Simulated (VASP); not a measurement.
# Rh (Fm-3m) in VASP: a series of runs

The runs below take Rh through single point, relaxation of cell and atoms, with PBE+D3(BJ).

All numbers are computed with VASP 6.6.1; they aren't measurements. Logs are shortened: lines on timing, memory, paths and dates and some standing lists are left out, and cuts for length are marked.

## 1. The cell of the first run

The structure is cubic, space group Fm-3m (No. 225). Conventional cell: a = 3.803 Å, b = 3.803 Å, c = 3.803 Å, α = 90.00°, β = 90.00°, γ = 90.00°. Rh (site symmetry m-3m) has 12 Rh at 2.69 Å within 3.5 Å.

## 2. Single point, PBE+D3(BJ)

The input, INCAR:

```
SYSTEM = Rh
ALGO     = Fast           ! electronic algorithm
EDIFF    = 1E-6           ! SCF threshold, eV
ENCUT    = 520            ! plane-wave cutoff, eV
GGA      = PE             ! functional
ISIF     = 2              ! what is computed and relaxed
ISMEAR   = 0              ! smearing method
IVDW     = 12             ! dispersion correction
LASPH    = .TRUE.         ! aspherical terms in the spheres
LCHARG   = .FALSE.        ! write CHGCAR
LREAL    = .FALSE.        ! projectors in reciprocal space
LWAVE    = .FALSE.        ! write WAVECAR
NBANDS   = 14             ! bands
NELM     = 80             ! most SCF steps
PREC     = Accurate       ! precision mode
SIGMA    = 0.1            ! smearing width, eV
```

The input, KPOINTS:

```
k-points
0
G
  8 8 8
  0 0 0
```

The input, POSCAR:

```
Rh
1.0
    0.0000000000      1.9015500000      1.9015500000
    1.9015500000      0.0000000000      1.9015500000
    1.9015500000      1.9015500000      0.0000000000
Rh
1
Direct
    0.0000000000      0.0000000000      0.0000000000
```

Potentials or basis: VASP PAW PBE potentials, release 64 (Rh_pv).

Launch:

```sh
cat potpaw_PBE.64/Rh_pv/POTCAR > POTCAR
mpirun -np 1 vasp_std > vasp.out
```

OUTCAR:

```text
SYSTEM = Rh
   EDIFF = 1E-6
   ENCUT = 520
   GGA = PE
   ISIF = 2
   ISMEAR = 0
   IVDW = 12
   LASPH = .TRUE.
   LREAL = .FALSE.
   NELM = 80
   PREC = Accurate
 IVDW          = 12

 ion  position               nearest neighbor table
   1  0.000  0.000  0.000-

  LATTYP: Found a face centered cubic cell.
 ALAT       =     3.8031000000

  Lattice vectors:

 A1 = (   0.0000000000,   1.9015500000,   1.9015500000)
 A2 = (   1.9015500000,   0.0000000000,   1.9015500000)
 A3 = (   1.9015500000,   1.9015500000,   0.0000000000)

Analysis of symmetry for initial positions (statically):
=====================================================================
 Subroutine PRICEL returns:
 Original cell was already a primitive cell.

 Routine SETGRP: Setting up the symmetry group for a
 face centered cubic supercell.

 Subroutine GETGRP returns: Found 48 space group operations
 (whereof 48 operations were pure point group operations)
 out of a pool of 48 trial point group operations.

The static configuration has the point symmetry O_h .

Analysis of symmetry for dynamics (positions and initial velocities):
=====================================================================
 Subroutine PRICEL returns:
 Original cell was already a primitive cell.

 Routine SETGRP: Setting up the symmetry group for a
 face centered cubic supercell.

 Subroutine GETGRP returns: Found 48 space group operations
 (whereof 48 operations were pure point group operations)
 out of a pool of 48 trial point group operations.

The dynamic configuration has the point symmetry O_h .

 Subroutine INISYM returns: Found 48 space group operations
 (whereof 48 operations are pure point group operations),
 and found     1 'primitive' translations

----------------------------------------------------------------------------------------

                                     Primitive cell

  volume of cell :      13.7516

  direct lattice vectors                    reciprocal lattice vectors
     0.000000000  1.901550000  1.901550000    -0.262943388  0.262943388  0.262943388
     1.901550000  0.000000000  1.901550000     0.262943388 -0.262943388  0.262943388
     1.901550000  1.901550000  0.000000000     0.262943388  0.262943388 -0.262943388

  length of vectors
     2.689197800  2.689197800  2.689197800     0.455431308  0.455431308  0.455431308

  position of ions in fractional coordinates (direct lattice)
     0.000000000  0.000000000  0.000000000

  ion indices of the primitive-cell ions
   primitive index   ion index
                 1           1

[... 83 lines left out ...]
   NUPDOWN=      -1.0000    fix difference up-down
   EMIN   =  10.00;   EMAX   =-10.00  energy-range for DOS
   EFERMI =   0.00;   METHOD = LEGACY
   ISMEAR =     0;   SIGMA  =   0.10  broadening in eV -4-tet -1-fermi 0-gaus
   EFERMI_NEDOS =   21; number of points for ismear=-14 and -15
   IALGO  =     68    algorithm
   IMIX   =      4    mixing-type and parameters
     AMIX     =   0.40;   BMIX     =  1.00
     AMIX_MAG =   1.60;   BMIX_MAG =  1.00
  volume/ion in A,a.u.               =      13.75        92.80
  Fermi-wavevector in a.u.,A,eV,Ry     =   1.685211  3.184586 38.639656  2.839935
  Thomas-Fermi vector in A             =   2.768095
   LORBIT       =      0    0 simple, 1 ext, 2 COOP (PROOUT), +10 PAW based schemes
   GGA     = PE    functional components
   LHFCALC =     F    Hartree Fock is set to
   AEXX    =    0.0000 exact exchange contribution
   IVDW    =    12    specifies the selected vdW correction
   LEPSILON=     F    determine dielectric tensor
   LRPA    =     F    only Hartree local field effects (RPA)
 non-spin polarized calculation
 RMM-DIIS sequential band-by-band and
 Gauss-broadening in eV      SIGMA  =   0.10
  energy-cutoff  :      520.00
  volume of cell :       13.75
 maximum number of plane-waves:       388
   NGX =  9   NGY =  9   NGZ =  9

 number of electron      15.0000007 magnetization

 Free energy of the ion-electron system (eV)
  ---------------------------------------------------
  ext. energy  EPLUGINS =         0.00000000
  ---------------------------------------------------
  free energy    TOTEN  =        -7.22536208 eV

  energy without entropy =       -7.21571326  energy(sigma->0) =       -7.22053767

 E-fermi :  11.9341     XC(G=0): -14.0253

 val. band max:       11.9086757397   @ k =  -0.3750   0.2500   0.0000
 cond. band min:      11.9997269683   @ k =   0.3750   0.0000   0.0000
 fundamental gap:      0.0910512285
 Fermi energy:        11.9340533592

 k-point     1 :       0.0000    0.0000    0.0000
  band No.  band energies     occupation
      1     -34.4449      2.00000
      2     -34.4449      2.00000
      3     -34.4449      2.00000
      4       3.9432      2.00000
      5       8.8410      2.00000
      6       8.8410      2.00000
      7       8.8410      2.00000
      8      10.9360      2.00000
      9      10.9360      2.00000
     10      27.8867      0.00000
     11      32.5007      0.00000
     12      33.3591      0.00000
     13      33.3591      0.00000
     14      33.3591      0.00000
[... 377 lines left out ...]
      1     -35.0782      2.00000
      2     -34.7385      2.00000
      3     -34.6079      2.00000
      4       6.9157      2.00000
      5       7.7745      2.00000
      6       9.2578      2.00000
      7       9.9167      2.00000
      8      12.3001      0.00000
      9      17.3334      0.00000
     10      20.3532      0.00000
     11      27.9785      0.00000
     12      28.7447      0.00000
     13      32.5022      0.00000
     14      33.0940      0.00000

 [... further k-points ...]

------------------------ aborting loop because EDIFF is reached ----------------------------------------

 Edisp (eV)   -0.64717

 E8    (eV) :    -0.2904

  FORCE on cell =-STRESS in cart. coord.  units (eV):
  Direction    XX          YY          ZZ          XY          YZ          ZX
  --------------------------------------------------------------------------------------
  -------------------------------------------------------------------------------------
  Total      -0.10651    -0.10651    -0.10651     0.00000     0.00000     0.00000
  in kB     -12.40904   -12.40904   -12.40904     0.00000     0.00000     0.00000
  external pressure =      -12.41 kB  Pullay stress =        0.00 kB

 VOLUME and BASIS-vectors are now :
 -----------------------------------------------------------------------------
  energy-cutoff  :      520.00
  volume of cell :       13.75
      direct lattice vectors                 reciprocal lattice vectors
     0.000000000  1.901550000  1.901550000    -0.262943388  0.262943388  0.262943388
     1.901550000  0.000000000  1.901550000     0.262943388 -0.262943388  0.262943388
     1.901550000  1.901550000  0.000000000     0.262943388  0.262943388 -0.262943388

 POSITION                                       TOTAL-FORCE (eV/Angst)
 -----------------------------------------------------------------------------------
      0.00000      0.00000      0.00000        -0.000000     -0.000000     -0.000000
 -----------------------------------------------------------------------------------
    total drift:                                0.000000     -0.000000      0.000000

  FREE ENERGIE OF THE ION-ELECTRON SYSTEM (eV)
  ---------------------------------------------------
  free  energy   TOTEN  =        -7.8725362230 eV

  energy  without entropy=       -7.8628873998  energy(sigma->0) =       -7.86771181
```

OSZICAR:

```text
N       E                     dE             d eps       ncg     rms          rms(c)
DAV:   1     0.116245995593E+03    0.11625E+03   -0.88085E+03   820   0.114E+03
DAV:   2    -0.624058104356E+01   -0.12249E+03   -0.11736E+03   926   0.339E+02
DAV:   3    -0.770009546649E+01   -0.14595E+01   -0.14555E+01   962   0.405E+01
DAV:   4    -0.770562588694E+01   -0.55304E-02   -0.55287E-02   938   0.257E+00
DAV:   5    -0.770567527126E+01   -0.49384E-04   -0.49385E-04   932   0.218E-01    0.102E+01
RMM:   6    -0.724128638459E+01    0.46439E+00   -0.77280E-01   872   0.863E+00    0.370E+00
RMM:   7    -0.722853563683E+01    0.12751E-01   -0.24376E-02   905   0.171E+00    0.176E+00
RMM:   8    -0.722542783710E+01    0.31078E-02   -0.35016E-03   954   0.683E-01    0.137E-01
RMM:   9    -0.722535423821E+01    0.73599E-04   -0.30290E-04   983   0.206E-01    0.208E-02
RMM:  10    -0.722536291439E+01   -0.86762E-05   -0.40821E-05   977   0.882E-02    0.698E-03
RMM:  11    -0.722536183492E+01    0.10795E-05   -0.74155E-06   926   0.370E-02    0.118E-03
RMM:  12    -0.722536208005E+01   -0.24512E-06   -0.17849E-06   720   0.180E-02
   1 F= -.78725362E+01 E0= -.78677118E+01  d E =-.964882E-02
```

Wall time 3.1 s (1 thread of Intel Xeon 6975P-C (Granite Rapids), shared host); peak memory 0.13 GiB.

What came out:

| Property | Result |
| --- | --- |
| Free energy | -7.8725 eV |
| Pressure | -1.2 GPa |
| Dispersion energy per atom | -0.647 eV |

Caveat: pairwise dispersion overbinds metals, which lowers pressure and volume.

## 3. Single point, PBE+D3(BJ)

This run uses another cell than the first one, of 13.65 Å³/atom, 0.992 times its volume.

The input, INCAR:

```
SYSTEM = Rh
PREC = Accurate ; ENCUT = 520
EDIFF = 1E-7 ; ISMEAR = 0
SIGMA = 0.1 ; LREAL = .False.
LASPH = .True. ; NELM = 100
ALGO = Fast ; ISIF = 2
LWAVE = .False. ; LCHARG = .True.
GGA = PE ; IVDW = 12
LELF = .True. ; LVHAR = .True.
NBANDS = 14
```

The input, KPOINTS:

```
Automatic mesh
0
Gamma
  18 18 18
  0 0 0
```

The input, POSCAR:

```
Rh
1.0
    0.0000000000      1.8967414637      1.8967414637
    1.8967414637      0.0000000000      1.8967414637
    1.8967414637      1.8967414637      0.0000000000
Rh
1
Direct
    0.0000000000      0.0000000000      0.0000000000
```

Potentials or basis: VASP PAW PBE potentials, release 64 (Rh_pv).

Launch:

```sh
cat potpaw_PBE.64/Rh_pv/POTCAR > POTCAR
mpirun -np 1 vasp_std > vasp.out
```

It took 15 s on 1 thread of Intel Xeon 6975P-C (Granite Rapids), shared host; peak memory 0.15 GiB.

It converged, with:

| Property | Result |
| --- | --- |
| Free energy | -7.9041 eV |
| Pressure | 0.0 GPa |
| Dispersion energy per atom | -0.652 eV |

Levels at points of the mesh, in eV from the Fermi level:
```
           k point  band 5  band 6  band 7  band 8  band 9  band 10
(0.00, 0.00, 0.00)   -3.12   -3.12   -3.12   -1.01   -1.01    15.99
(0.50, 0.00, 0.00)   -3.20   -3.20    0.57    0.57    0.72     8.71
(0.50, 0.50, 0.00)   -6.02    0.54    0.99    0.99    3.27    12.36
```

Caveat: pairwise dispersion overbinds metals, which lowers pressure and volume.

## 4. Relaxation of cell and atoms, PBE+D3(BJ)

The input, INCAR:

```
PREC = Accurate
ENCUT = 600
EDIFF = 1E-6
ISMEAR = 0
SIGMA = 0.1
LREAL = False
LASPH = True
NELM = 60
ALGO = Fast
ISIF = 3
LWAVE = False
LCHARG = False
GGA = PE
IVDW = 12
IBRION = 2
NSW = 100
EDIFFG = -0.005
```

The input, KPOINTS:

```
Automatic mesh
0
Gamma
  18 18 18
```

The input, POSCAR:

```
Rh
1.0
    0.0000000000      1.9015500000      1.9015500000
    1.9015500000      0.0000000000      1.9015500000
    1.9015500000      1.9015500000      0.0000000000
Rh
1
Direct
    0.0000000000      0.0000000000      0.0000000000
```

Potentials or basis: VASP PAW PBE potentials, release 64 (Rh_pv).

Launch:

```sh
cat potpaw_PBE.64/Rh_pv/POTCAR > POTCAR
mpirun -np 1 vasp_std > vasp.out
```

OUTCAR:

```text
PREC = Accurate
   ENCUT = 600
   EDIFF = 1E-6
   ISMEAR = 0
   LREAL = False
   LASPH = True
   NELM = 60
   ISIF = 3
   GGA = PE
   IVDW = 12
   IBRION = 2
   NSW = 100
   EDIFFG = -0.005
 IVDW          = 12

 ion  position               nearest neighbor table
   1  0.000  0.000  0.000-

  LATTYP: Found a face centered cubic cell.
 ALAT       =     3.8031000000

  Lattice vectors:

 A1 = (   0.0000000000,   1.9015500000,   1.9015500000)
 A2 = (   1.9015500000,   0.0000000000,   1.9015500000)
 A3 = (   1.9015500000,   1.9015500000,   0.0000000000)

Analysis of symmetry for initial positions (statically):
=====================================================================
 Subroutine PRICEL returns:
 Original cell was already a primitive cell.

 Routine SETGRP: Setting up the symmetry group for a
 face centered cubic supercell.

 Subroutine GETGRP returns: Found 48 space group operations
 (whereof 48 operations were pure point group operations)
 out of a pool of 48 trial point group operations.

The static configuration has the point symmetry O_h .

Analysis of symmetry for dynamics (positions and initial velocities):
=====================================================================
 Subroutine PRICEL returns:
 Original cell was already a primitive cell.

 Routine SETGRP: Setting up the symmetry group for a
 face centered cubic supercell.

 Subroutine GETGRP returns: Found 48 space group operations
 (whereof 48 operations were pure point group operations)
 out of a pool of 48 trial point group operations.

The dynamic configuration has the point symmetry O_h .

 Subroutine INISYM returns: Found 48 space group operations
 (whereof 48 operations are pure point group operations),
 and found     1 'primitive' translations

----------------------------------------------------------------------------------------

                                     Primitive cell

  volume of cell :      13.7516

  direct lattice vectors                    reciprocal lattice vectors
     0.000000000  1.901550000  1.901550000    -0.262943388  0.262943388  0.262943388
     1.901550000  0.000000000  1.901550000     0.262943388 -0.262943388  0.262943388
     1.901550000  1.901550000  0.000000000     0.262943388  0.262943388 -0.262943388

[... 99 lines left out ...]
   IMIX   =      4    mixing-type and parameters
     AMIX     =   0.40;   BMIX     =  1.00
     AMIX_MAG =   1.60;   BMIX_MAG =  1.00
  volume/ion in A,a.u.               =      13.75        92.80
  Fermi-wavevector in a.u.,A,eV,Ry     =   1.685211  3.184586 38.639656  2.839935
  Thomas-Fermi vector in A             =   2.768095
   LORBIT       =      0    0 simple, 1 ext, 2 COOP (PROOUT), +10 PAW based schemes
   GGA     = PE    functional components
   LHFCALC =     F    Hartree Fock is set to
   AEXX    =    0.0000 exact exchange contribution
   IVDW    =    12    specifies the selected vdW correction
   LEPSILON=     F    determine dielectric tensor
   LRPA    =     F    only Hartree local field effects (RPA)
 conjugate gradient relaxation of ions
 non-spin polarized calculation
 RMM-DIIS sequential band-by-band and
 Gauss-broadening in eV      SIGMA  =   0.10
  energy-cutoff  :      600.00
  volume of cell :       13.75
 maximum number of plane-waves:       473
 NGX is ok and might be reduce to    24
   NGX = 11   NGY = 11   NGZ = 11

--------------------------------------- Ionic step        1  -------------------------------------------

 number of electron      15.0000002 magnetization

 Free energy of the ion-electron system (eV)
  ---------------------------------------------------
  ext. energy  EPLUGINS =         0.00000000
  ---------------------------------------------------
  free energy    TOTEN  =        -7.25648458 eV

  energy without entropy =       -7.24958386  energy(sigma->0) =       -7.25303422

------------------------ aborting loop because EDIFF is reached ----------------------------------------

 Edisp (eV)   -0.64717

 E8    (eV) :    -0.2904
[... 69 lines left out ...]
--------------------------------------- Ionic step        3  -------------------------------------------

 number of electron      15.0000002 magnetization

 Free energy of the ion-electron system (eV)
  ---------------------------------------------------
  ext. energy  EPLUGINS =         0.00000000
  ---------------------------------------------------
  free energy    TOTEN  =        -7.25193512 eV

  energy without entropy =       -7.24513129  energy(sigma->0) =       -7.24853320

 E-fermi :  12.0480     XC(G=0): -14.0817

 val. band max:       12.0471064436   @ k =   0.5000   0.3889   0.0556
 cond. band min:      12.0558393724   @ k =  -0.4444   0.3333   0.1667
 fundamental gap:      0.0087329288
 Fermi energy:        12.0479590849

 k-point     1 :       0.0000    0.0000    0.0000
  band No.  band energies     occupation
      1     -34.3547      2.00000
      2     -34.3547      2.00000
      3     -34.3547      2.00000
      4       4.0296      2.00000
      5       8.9267      2.00000
      6       8.9267      2.00000
      7       8.9267      2.00000
      8      11.0370      2.00000
      9      11.0370      2.00000
     10      28.0361      0.00000
     11      33.5401      0.00000
[... 309 lines left out ...]
 k-point    24 :      -0.2222    0.0556    0.0000
  band No.  band energies     occupation
      1     -34.7177      2.00000
      2     -34.4287      2.00000
      3     -34.3961      2.00000
      4       5.8664      2.00000
      5       8.5858      2.00000
      6       9.3219      2.00000
      7       9.3745      2.00000
      8      10.8416      2.00000
      9      11.5322      2.00000
     10      27.5668      0.00000
     11      29.7770      0.00000

 [... further k-points ...]

------------------------ aborting loop because EDIFF is reached ----------------------------------------

 Edisp (eV)   -0.65249

 E8    (eV) :    -0.2929
[... 24 lines left out ...]
  FREE ENERGIE OF THE ION-ELECTRON SYSTEM (eV)
  ---------------------------------------------------
  free  energy   TOTEN  =        -7.9044297570 eV

  energy  without entropy=       -7.8976259316  energy(sigma->0) =       -7.90102784

 reached required accuracy - stopping structural energy minimisation
```

OSZICAR:

```text
N       E                     dE             d eps       ncg     rms          rms(c)
DAV:   1     0.124235775877E+03    0.12424E+03   -0.10165E+04  4290   0.163E+03
DAV:   2    -0.612763962160E+01   -0.13036E+03   -0.12485E+03  4400   0.408E+02
DAV:   3    -0.774798609083E+01   -0.16203E+01   -0.16071E+01  4956   0.510E+01
[... 24 lines left out ...]
RMM:   4    -0.725192460143E+01   -0.23364E-03   -0.10226E-03  4290   0.447E-01    0.290E-02
RMM:   5    -0.725193041017E+01   -0.58087E-05   -0.15472E-04  4292   0.191E-01    0.111E-02
RMM:   6    -0.725193414604E+01   -0.37359E-05   -0.30340E-05  4326   0.879E-02    0.502E-03
RMM:   7    -0.725193492301E+01   -0.77697E-06   -0.10224E-05  4183   0.489E-02    0.195E-03
RMM:   8    -0.725193511731E+01   -0.19430E-06   -0.29763E-06  3145   0.266E-02
   3 F= -.79044298E+01 E0= -.79010278E+01  d E =-.771037E-03
```

Wall time 31 s (1 thread of Intel Xeon 6975P-C (Granite Rapids), shared host); peak memory 0.18 GiB.

What came out:

| Property | Result |
| --- | --- |
| Free energy | -7.9044 eV |
| Relaxed volume | 13.64 Å³/atom |
| Relaxed cell | a = 2.682 Å, b = 2.682 Å, c = 2.682 Å, α = 60.00°, β = 60.00°, γ = 60.00° |
| Space group after relaxing (to 0.05 Å) | Fm-3m (No. 225) |
| Energy gained by relaxing | 0.8 meV/atom |
| Ionic steps | 3 |
| Pressure after relaxing | 0.1 GPa |
| Dispersion energy per atom | -0.652 eV |

Step by step:
| step | energy change (eV) | largest force (eV/Å) | pressure (GPa) | volume (Å³) |
| --- | --- | --- | --- | --- |
| 1 | 0.0000 | 0.0000 | -1.95 | 13.75 |
| 2 | 0.0025 | 0.0000 | 4.72 | 13.42 |
| 3 | -0.0008 | 0.0000 | 0.06 | 13.64 |

Final structure:
```
Rh
1.0
     0.00000    1.89657    1.89657
     1.89657    0.00000    1.89657
     1.89657    1.89657    0.00000
Rh
1
Direct
  0.00000 0.00000 0.00000
```

Caveat: pairwise dispersion overbinds metals, which lowers pressure and volume.

## 5. Overview

| task | cell | k mesh | cutoff (eV) | gap on the mesh (eV) | pressure (GPa) |
| --- | --- | --- | --- | --- | --- |
| single point | a = 2.689 Å, angles 60.0°, 1 atom | 8 × 8 × 8 | 520 | none | -1.2 |
| single point | a = 2.682 Å, angles 60.0°, 1 atom | 18 × 18 × 18 | 520 | none | 0.0 |
| relaxation of cell and atoms | relaxed from a = 2.689 Å, angles 60.0°, 1 atom | 18 × 18 × 18 | 600 | none | 0.1 |

Alike in all rows: level PBE+D3(BJ); potentials or basis VASP PAW PBE potentials, release 64 (Rh_pv); no spin polarisation; smearing gaussian 0.1 eV.

Caveats: pairwise dispersion overbinds metals, which lowers pressure and volume.

Total energies depend on the potentials used, so only differences within one code and one set of settings carry meaning.
